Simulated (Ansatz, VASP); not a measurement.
# One calculation of ZnS, two programs

Contents of INCAR:

```
PREC = Accurate
ENCUT = 520
EDIFF = 1E-6
ISMEAR = 0
SIGMA = 0.05
LREAL = False
LASPH = True
NELM = 60
ALGO = Normal
ISIF = 2
LWAVE = False
LCHARG = False
GGA = PS
NBANDS = 16
```

File KPOINTS:

```
Automatic mesh
0
Gamma
  10 10 10
```

POSCAR

```
ZnS
1.0
   -0.2827350237      2.5446152133      2.5446152133
    2.5446152133     -0.2827350237      2.5446152133
    2.5446152133      2.5446152133     -0.2827350237
Zn S
1 1
Direct
    0.0000000000      0.0000000000      0.0000000000
    0.7500000000      0.7500000000      0.7500000000
```

Input for Ansatz:

```yaml
crystal:
  lattice:
    - [-0.2827350237, 2.5446152133, 2.5446152133]
    - [2.5446152133, -0.2827350237, 2.5446152133]
    - [2.5446152133, 2.5446152133, -0.2827350237]
  atoms:
    - { symbol: Zn, position: [0.0, 0.0, 0.0] }
    - { symbol: S, position: [0.75, 0.75, 0.75] }
basis:
  ecutwfc: 420
kpoints:
  mp_grid: { grid: [10, 10, 10] }
hamiltonian:
  xc: pbesol
scf:
  occupations: { method: gaussian, width: 0.05 }
output:
  forces: true
  stress: true
  eigenvalues: true
```

Alike in both runs: task single point; functional PBEsol; k mesh 10 × 10 × 10; occupations gaussian, width 0.05 eV; no spin polarisation.

```csv
,VASP,Ansatz
version,VASP 6.6.1,Ansatz 0.2.0
potentials or method,"VASP PAW PBE potentials, release 64 (Zn, S), cutoff 520 eV","scalar-relativistic, plane waves, PAW"
valence electrons in the cell,18,18
```

|  | VASP | Ansatz | Ansatz less VASP |
| --- | --- | --- | --- |
| gap on the k mesh at the Fermi level (eV) | 1.68 | 1.67 | -0.009 |
| least direct gap on the mesh (eV) | 1.68 | 1.67 | -0.009 |
| pressure (GPa) | 4.1 | 3.9 | -0.20 |
| traceless stress, the component that is largest in VASP (GPa) | 10.10 | 10.08 | -0.020 |
| rms of the force components (eV/Å) | 1.240 | 1.234 | -0.0059 |

VASP's potentials were made for PBE, not for PBEsol. Atom by atom the forces differ by 0.006 eV/Å (rms over components).
